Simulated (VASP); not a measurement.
A run of VASP 6.6.1 is set up as follows.

Contents of INCAR:

```
SYSTEM = Cr3SbMo
PREC     = Accurate       ! precision mode
ENCUT    = 520            ! plane-wave cutoff, eV
EDIFF    = 1E-7           ! SCF threshold, eV
ISMEAR   = 0              ! smearing method
SIGMA    = 0.1            ! smearing width, eV
LREAL    = .FALSE.        ! projectors in reciprocal space
LASPH    = .TRUE.         ! aspherical terms in the spheres
NELM     = 150            ! most SCF steps
ALGO     = Normal         ! electronic algorithm
ISIF     = 2              ! what is computed and relaxed
LWAVE    = .FALSE.        ! write WAVECAR
LCHARG   = .TRUE.         ! write CHGCAR
ISPIN    = 2              ! spin polarisation
MAGMOM   = 1.37 1.37 1.37 0 -0.22 ! initial moments
LORBIT   = 11             ! projections on sites
LMAXMIX  = 4              ! l up to which the mixer works
GGA      = PE             ! functional
LELF     = .TRUE.         ! ELF
LVHAR    = .TRUE.       
NBANDS   = 40             ! bands
```

KPOINTS

```
regular mesh
0
G
  4 4 4
  0 0 0
```

POSCAR

```
Cr3SbMo
1.0
    4.6997910703      0.0000000000      0.0000000000
    0.0000000000      4.6997910703      0.0000000000
    0.0000000000      0.0000000000      4.6997910703
Cr Sb Mo
3 1 1
Direct
    0.0000000000      0.5000000000      0.5000000000
    0.5000000000      0.0000000000      0.5000000000
    0.5000000000      0.5000000000      0.0000000000
    0.0000000000      0.0000000000      0.0000000000
    0.5000000000      0.5000000000      0.5000000000
```

Potentials or basis: VASP PAW PBE potentials, release 64 (Cr_pv, Sb, Mo_sv).

Run with:

```sh
$ cat potpaw_PBE.64/Cr_pv/POTCAR potpaw_PBE.64/Sb/POTCAR potpaw_PBE.64/Mo_sv/POTCAR > POTCAR
$ mpirun -np 1 vasp_std > vasp.out
```

**Question.** What does it give for the site moments?

**Answer.** Cr +3.04; Sb -0.14; Mo -1.27 μB.

**Question.** What does it give for the pressure?

**Answer.** 0.3 GPa.
